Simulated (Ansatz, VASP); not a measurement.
**SnO2 in VASP and in Ansatz**

```
Sn O
1.0
     4.73800    0.00000    0.00000
     0.00000    4.73800    0.00000
     0.00000    0.00000    3.18650
Sn O
2 4
Direct
  0.50136 0.50951 0.49746
  0.99024 0.00615 0.99822
  0.80742 0.19471 0.50555
  0.69731 0.69922 0.00342
  0.20807 0.81229 0.50986
  0.30845 0.30649 0.98763
```

Change from the starting cell: atoms moved at random, drawn with an rms of 0.05 Å.

Alike in both runs: task single point; functional PBE; k mesh 6 × 6 × 8; occupations fermi-dirac, width 0.05 eV; no spin polarisation.

```csv
,VASP,Ansatz
version,VASP 6.6.1,Ansatz 0.2.0
potentials or method,"VASP PAW PBE potentials, release 64 (Sn_d, O), cutoff 520 eV","all-electron LAPW, scalar-relativistic"
```

```csv
,VASP,Ansatz,Ansatz less VASP
gap on the k mesh at the Fermi level (eV),1.16,1.18,+0.015
least direct gap on the mesh (eV),1.16,1.18,+0.015
pressure (GPa),11.8,11.0,-0.74
"traceless stress, the component that is largest in VASP (GPa)",1.61,1.41,-0.199
rms of the force components (eV/Å),0.608,0.599,-0.0096
```

Atom by atom the forces differ by 0.014 eV/Å (rms over components). Ansatz ran all-electron here, and VASP with PAW potentials.
